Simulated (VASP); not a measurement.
# CdS (ref) (P6_3/mmc) in VASP: single point with r2SCAN

Aim: the single point of CdS (ref) with r2SCAN.

All numbers are computed with VASP 6.6.1; they aren't measurements. Logs are shortened: lines on timing, memory, paths and dates and some standing lists are left out, and cuts for length are marked.

### Step 1. The cell of the first run

Symmetry: P6_3/mmc, No. 194, hexagonal system. Conventional cell: a = 4.137 Å, b = 4.137 Å, c = 6.716 Å, α = 90.00°, β = 90.00°, γ = 120.00°. Cd (site symmetry -6m2) has 3 S at 2.39 Å within 3.2 Å. Within 3.2 Å of S (site symmetry -6m2) lie 3 Cd at 2.39 Å.

### Step 2. Single point, r2SCAN

Contents of POSCAR:

```
CdS
1.0
    4.1370000000      0.0000000000      0.0000000000
   -2.0685000000      3.5827470955      0.0000000000
    0.0000000000      0.0000000000      6.7160000000
Cd S
2 2
Direct
    0.3333333333      0.6666666667      0.0000000000
    0.6666666667      0.3333333333      0.5000000000
    0.3333333333      0.6666666667      0.5000000000
    0.6666666667      0.3333333333      1.0000000000
```

Contents of INCAR.step1:

```
SYSTEM = CdS
PREC     = Accurate       ! precision mode
ENCUT    = 520            ! plane-wave cutoff, eV
ISMEAR   = 0              ! smearing method
SIGMA    = 0.1            ! smearing width, eV
LREAL    = .FALSE.        ! projectors in reciprocal space
LASPH    = .TRUE.         ! aspherical terms in the spheres
NELM     = 80             ! most SCF steps
NBANDS   = 26             ! bands
GGA      = PE             ! functional
ALGO     = Normal         ! electronic algorithm
EDIFF    = 1E-4           ! SCF threshold, eV
LWAVE    = .TRUE.         ! write WAVECAR
LCHARG   = .FALSE.        ! write CHGCAR
```

Contents of INCAR.step2:

```
SYSTEM = CdS
PREC     = Accurate       ! precision mode
ENCUT    = 520            ! plane-wave cutoff, eV
EDIFF    = 1E-6           ! SCF threshold, eV
ISMEAR   = 0              ! smearing method
SIGMA    = 0.1            ! smearing width, eV
LREAL    = .FALSE.        ! projectors in reciprocal space
LASPH    = .TRUE.         ! aspherical terms in the spheres
NELM     = 80             ! most SCF steps
ALGO     = Normal         ! electronic algorithm
ISIF     = 2              ! what is computed and relaxed
LWAVE    = .FALSE.        ! write WAVECAR
LCHARG   = .FALSE.        ! write CHGCAR
METAGGA  = R2SCAN         ! meta-GGA
LMIXTAU  = .TRUE.       
NBANDS   = 26             ! bands
ISTART   = 1
```

Contents of KPOINTS:

```
regular mesh
0
G
  6 6 4
  0 0 0
```

Potentials or basis: VASP PAW PBE potentials, release 64 (Cd, S).

Launch:

```sh
cat potpaw_PBE.64/Cd/POTCAR potpaw_PBE.64/S/POTCAR > POTCAR
cp INCAR.step1 INCAR
mpirun -np 1 vasp_std > vasp.out
cp INCAR.step2 INCAR
mpirun -np 1 vasp_std > vasp.out
```

OUTCAR:

```text
SYSTEM = CdS
   PREC = Accurate
   ENCUT = 520
   EDIFF = 1E-6
   ISMEAR = 0
   LREAL = .FALSE.
   LASPH = .TRUE.
   NELM = 80
   ISIF = 2
   METAGGA = R2SCAN
   ISTART = 1

 ion  position               nearest neighbor table
   1  0.333  0.667  0.000-   4 2.39   4 2.39   4 2.39
   2  0.667  0.333  0.500-   3 2.39   3 2.39   3 2.39
   3  0.333  0.667  0.500-   2 2.39   2 2.39   2 2.39
   4  0.667  0.333  0.000-   1 2.39   1 2.39   1 2.39

  LATTYP: Found a hexagonal cell.
 ALAT       =     4.1370000000
 C/A-ratio  =     1.6233985980

  Lattice vectors:

 A1 = (   4.1370000000,   0.0000000000,   0.0000000000)
 A2 = (  -2.0685000000,   3.5827470955,   0.0000000000)
 A3 = (   0.0000000000,   0.0000000000,   6.7160000000)

Analysis of symmetry for initial positions (statically):
=====================================================================
 Subroutine PRICEL returns:
 Original cell was already a primitive cell.

 Routine SETGRP: Setting up the symmetry group for a
 hexagonal supercell.

 Subroutine GETGRP returns: Found 24 space group operations
 (whereof 12 operations were pure point group operations)
 out of a pool of 24 trial point group operations.

The static configuration has the point symmetry D_3h.
 The point group associated with its full space group is D_6h.

Analysis of symmetry for dynamics (positions and initial velocities):
=====================================================================
 Subroutine PRICEL returns:
 Original cell was already a primitive cell.

 Routine SETGRP: Setting up the symmetry group for a
 hexagonal supercell.

 Subroutine GETGRP returns: Found 24 space group operations
 (whereof 12 operations were pure point group operations)
 out of a pool of 24 trial point group operations.

The dynamic configuration has the point symmetry D_3h.
 The point group associated with its full space group is D_6h.

 Subroutine INISYM returns: Found 24 space group operations
 (whereof 12 operations are pure point group operations),
 and found     1 'primitive' translations

----------------------------------------------------------------------------------------

                                     Primitive cell

  volume of cell :      99.5434

  direct lattice vectors                    reciprocal lattice vectors
     4.137000000  0.000000000  0.000000000     0.241721054  0.139557716  0.000000000
    -2.068500000  3.582747095  0.000000000     0.000000000  0.279115431  0.000000000
     0.000000000  0.000000000  6.716000000     0.000000000  0.000000000  0.148898154

  length of vectors
     4.137000000  4.137000000  6.716000000     0.279115431  0.279115431  0.148898154

  position of ions in fractional coordinates (direct lattice)
     0.333333333  0.666666667  0.000000000
     0.666666667  0.333333333  0.500000000
     0.333333333  0.666666667  0.500000000
     0.666666667  0.333333333  0.000000000

  ion indices of the primitive-cell ions
   primitive index   ion index
                 1           1
                 2           2
                 3           3
                 4           4

----------------------------------------------------------------------------------------

 KPOINTS: regular mesh

Automatic generation of k-mesh.
 Grid dimensions read from file:
 generate k-points for:    6    6    4

 Generating k-lattice:

  Cartesian coordinates                     Fractional coordinates (reciprocal lattice)
     0.040286842  0.023259619  0.000000000     0.166666667  0.000000000  0.000000000
     0.000000000  0.046519239  0.000000000     0.000000000  0.166666667  0.000000000
     0.000000000  0.000000000  0.037224538     0.000000000  0.000000000  0.250000000

  Length of vectors
     0.046519239  0.046519239  0.037224538

  Shift w.r.t. Gamma in fractional coordinates (k-lattice)
     0.000000000  0.000000000  0.000000000

 Subroutine IBZKPT returns following result:
 ===========================================

 Found     21 irreducible k-points:

 Following reciprocal coordinates:
            Coordinates               Weight
  0.000000  0.000000  0.000000      1.000000
  0.166667  0.000000  0.000000      6.000000
  0.333333  0.000000  0.000000      6.000000
  0.500000  0.000000  0.000000      3.000000
  0.166667  0.166667  0.000000      6.000000
  0.333333  0.166667  0.000000     12.000000
[... 13 lines left out ...]
  0.333333  0.166667  0.500000     12.000000
  0.333333  0.333333  0.500000      2.000000
   k-points           NKPTS =     21   k-points in BZ     NKDIM =     21   number of bands    NBANDS=     26
   number of dos      NEDOS =    301   number of ions     NIONS =      4
   total plane-waves  NPLWV =  51200
   dimension x,y,z NGX =    32 NGY =   32 NGZ =   50
   dimension x,y,z NGXF=    64 NGYF=   64 NGZF=  100
   ions per type =               2   2
   NGX,Y,Z   is equivalent  to a cutoff of  12.86, 12.86, 12.38 a.u.
   NGXF,Y,Z  is equivalent  to a cutoff of  25.72, 25.72, 24.75 a.u.
 SYSTEM =  CdS
   PREC   = accura    normal or accurate (medium, high low for compatibility)
   ISTART =      1    job   : 0-new  1-cont  2-samecut
   ICHARG =      0    charge: 1-file 2-atom 10-const
   ISPIN  =      1    spin polarized calculation?
   LNONCOLLINEAR =      F non collinear calculations
   LSORBIT =      F    spin-orbit coupling
   LASPH  =      T    aspherical Exc in radial PAW
   ENCUT  =  520.0 eV  38.22 Ry    6.18 a.u.   7.69  7.69 12.49*2*pi/ulx,y,z
   NELM   =     80;   NELMIN=  2; NELMDL=  0     # of ELM steps
   EDIFF  = 0.1E-05   stopping-criterion for ELM
   LREAL  =      F    real-space projection
   EDIFFG = 0.1E-04   stopping-criterion for IOM
   NSW    =      0    number of steps for IOM
   IBRION =     -1    ionic relax: 0-MD 1-quasi-New 2-CG
   NFREE  =      0    steps in history (QN), initial steepest desc. (CG)
   ISIF   =      2    stress and relaxation
   ISYM   =      2    0-nonsym 1-usesym 2-fastsym
   POTIM  = 0.5000    time-step for ionic-motion
   TEBEG  =    0.0;   TEEND  =   0.0 temperature during run
   PSTRESS=    0.0 pullay stress
   NELECT =      36.0000    total number of electrons
   NUPDOWN=      -1.0000    fix difference up-down
   EMIN   =  10.00;   EMAX   =-10.00  energy-range for DOS
   EFERMI =   0.00;   METHOD = LEGACY
   ISMEAR =     0;   SIGMA  =   0.10  broadening in eV -4-tet -1-fermi 0-gaus
   EFERMI_NEDOS =   21; number of points for ismear=-14 and -15
   IALGO  =     38    algorithm
   IMIX   =      4    mixing-type and parameters
     AMIX     =   0.40;   BMIX     =  1.00
     AMIX_MAG =   1.60;   BMIX_MAG =  1.00
  volume/ion in A,a.u.               =      24.89       167.94
  Fermi-wavevector in a.u.,A,eV,Ry     =   1.166375  2.204129 18.509783  1.360431
  Thomas-Fermi vector in A             =   2.302889
   LORBIT       =      0    0 simple, 1 ext, 2 COOP (PROOUT), +10 PAW based schemes
   METAGGA = R2SCAN    functional components
   LHFCALC =     F    Hartree Fock is set to
   AEXX    =    0.0000 exact exchange contribution
   IVDW    =     0    specifies the selected vdW correction
   LEPSILON=     F    determine dielectric tensor
   LRPA    =     F    only Hartree local field effects (RPA)
 non-spin polarized calculation
 Gauss-broadening in eV      SIGMA  =   0.10
  energy-cutoff  :      520.00
  volume of cell :       99.54
 maximum number of plane-waves:      2719
 NGX is ok and might be reduce to    32
   NGX = 15   NGY = 15   NGZ = 25

 number of electron      35.9999994 magnetization

 Free energy of the ion-electron system (eV)
  ---------------------------------------------------
  ext. energy  EPLUGINS =         0.00000000
  ---------------------------------------------------
  free energy    TOTEN  =       -58.58721540 eV

  energy without entropy =      -58.58721540  energy(sigma->0) =      -58.58721540

 E-fermi :   1.4861     XC(G=0):  -9.6858

 val. band max:        0.9960020551   @ k =   0.0000   0.0000   0.0000
 cond. band min:       2.9194120040   @ k =   0.0000   0.0000   0.0000
 fundamental gap:      1.9234099489
 Fermi energy:         1.4861270787

 k-point     1 :       0.0000    0.0000    0.0000
  band No.  band energies     occupation
      1     -12.0783      2.00000
      2     -11.7243      2.00000
      3      -7.3470      2.00000
      4      -7.3470      2.00000
      5      -7.3416      2.00000
      6      -7.3416      2.00000
[... 18 lines left out ...]
     25       9.2074      0.00000
     26      10.5154      0.00000

 k-point     2 :       0.1667    0.0000    0.0000
  band No.  band energies     occupation
      1     -11.9601      2.00000
      2     -11.6443      2.00000
      3      -7.2866      2.00000
      4      -7.2817      2.00000
      5      -7.2545      2.00000
      6      -7.2461      2.00000
[... 18 lines left out ...]
     25       9.1084      0.00000
     26       9.5414      0.00000

 k-point     3 :       0.3333    0.0000    0.0000
  band No.  band energies     occupation
      1     -11.7061      2.00000
      2     -11.4968      2.00000
      3      -7.0758      2.00000
      4      -7.0532      2.00000
      5      -7.0523      2.00000
      6      -7.0374      2.00000
[... 18 lines left out ...]
     25      10.4129      0.00000
     26      10.9422      0.00000

 k-point     4 :       0.5000    0.0000    0.0000
  band No.  band energies     occupation
      1     -11.5602      2.00000
      2     -11.4410      2.00000
      3      -6.9432      2.00000
      4      -6.9214      2.00000
      5      -6.9018      2.00000
      6      -6.8446      2.00000
[... 18 lines left out ...]
     25      10.2253      0.00000
     26      11.1785      0.00000

 k-point     5 :       0.1667    0.1667    0.0000
  band No.  band energies     occupation
      1     -11.7727      2.00000
      2     -11.5311      2.00000
      3      -7.1918      2.00000
      4      -7.1782      2.00000
      5      -7.0600      2.00000
      6      -7.0521      2.00000
[... 18 lines left out ...]
     25      10.0753      0.00000
     26      10.5205      0.00000

 k-point     6 :       0.3333    0.1667    0.0000
  band No.  band energies     occupation
      1     -11.5612      2.00000
      2     -11.4406      2.00000
      3      -7.0180      2.00000
      4      -7.0012      2.00000
      5      -6.8693      2.00000
      6      -6.8570      2.00000
[... 340 lines left out ...]
 k-point    18 :       0.5000    0.0000    0.5000
  band No.  band energies     occupation
      1     -11.4914      2.00000
      2     -11.4914      2.00000
      3      -6.9353      2.00000
      4      -6.9353      2.00000
      5      -6.9076      2.00000
      6      -6.9076      2.00000
[... 18 lines left out ...]
     25      11.2053      0.00000
     26      11.2053      0.00000

 k-point    19 :       0.1667    0.1667    0.5000
  band No.  band energies     occupation
      1     -11.6453      2.00000
      2     -11.6453      2.00000
      3      -7.1873      2.00000
      4      -7.1873      2.00000
      5      -7.0608      2.00000
      6      -7.0608      2.00000
[... 18 lines left out ...]
     25      10.1408      0.00000
     26      10.1408      0.00000

 k-point    20 :       0.3333    0.1667    0.5000
  band No.  band energies     occupation
      1     -11.4918      2.00000
      2     -11.4918      2.00000
      3      -7.0151      2.00000
      4      -7.0151      2.00000
      5      -6.8866      2.00000
      6      -6.8866      2.00000
[... 18 lines left out ...]
     25      10.4242      0.00000
     26      10.4242      0.00000

 k-point    21 :       0.3333    0.3333    0.5000
  band No.  band energies     occupation
      1     -11.4410      2.00000
      2     -11.4410      2.00000
      3      -6.9473      2.00000
      4      -6.9473      2.00000
      5      -6.8882      2.00000
      6      -6.8882      2.00000
[... 18 lines left out ...]
     25      10.9742      0.00000
     26      10.9742      0.00000

------------------------ aborting loop because EDIFF is reached ----------------------------------------

  FORCE on cell =-STRESS in cart. coord.  units (eV):
  Direction    XX          YY          ZZ          XY          YZ          ZX
  --------------------------------------------------------------------------------------
  -------------------------------------------------------------------------------------
  Total        5.9920660      5.9920660     -1.4144540      0.0000000     -0.0000000      0.0000000
  in kB       96.4439107     96.4439107    -22.7660165      0.0000000     -0.0000000      0.0000000
  external PRESSURE =      56.7072683 kB  Pullay stress =       0.0000000 kB

 VOLUME and BASIS-vectors are now :
 -----------------------------------------------------------------------------
  energy-cutoff  :      520.00
  volume of cell :       99.54
      direct lattice vectors                 reciprocal lattice vectors
     4.137000000  0.000000000  0.000000000     0.241721054  0.139557716  0.000000000
    -2.068500000  3.582747095  0.000000000     0.000000000  0.279115431  0.000000000
     0.000000000  0.000000000  6.716000000     0.000000000  0.000000000  0.148898154

 POSITION                                       TOTAL-FORCE (eV/Angst)
 -----------------------------------------------------------------------------------
     -0.00000      2.38850      0.00000         0.000000      0.000000      0.000000
      2.06850      1.19425      3.35800        -0.000000      0.000000      0.000000
     -0.00000      2.38850      3.35800         0.000000      0.000000      0.000000
      2.06850      1.19425      0.00000        -0.000000     -0.000000      0.000000
 -----------------------------------------------------------------------------------
    total drift:                               -0.000000      0.000000     -0.000000

  FREE ENERGIE OF THE ION-ELECTRON SYSTEM (eV)
  ---------------------------------------------------
  free  energy   TOTEN  =       -58.5872154021 eV

  energy  without entropy=      -58.5872154021  energy(sigma->0) =      -58.58721540
```

Run time: 4.4 min. Hardware: 1 thread of AMD EPYC 7R43 (Zen 3), shared host; peak memory 0.21 GiB.

Results:

- Free energy: -58.5872 eV
- Pressure: 5.7 GPa
- Band gap on the k mesh: 1.92 eV, direct

Stress tensor (GPa, compression positive):
```
 9.64  0.00  0.00
 0.00  9.64  0.00
 0.00  0.00 -2.28
```

Caveat: the PAW data sets were made with another functional, which shifts forces and pressure a little.
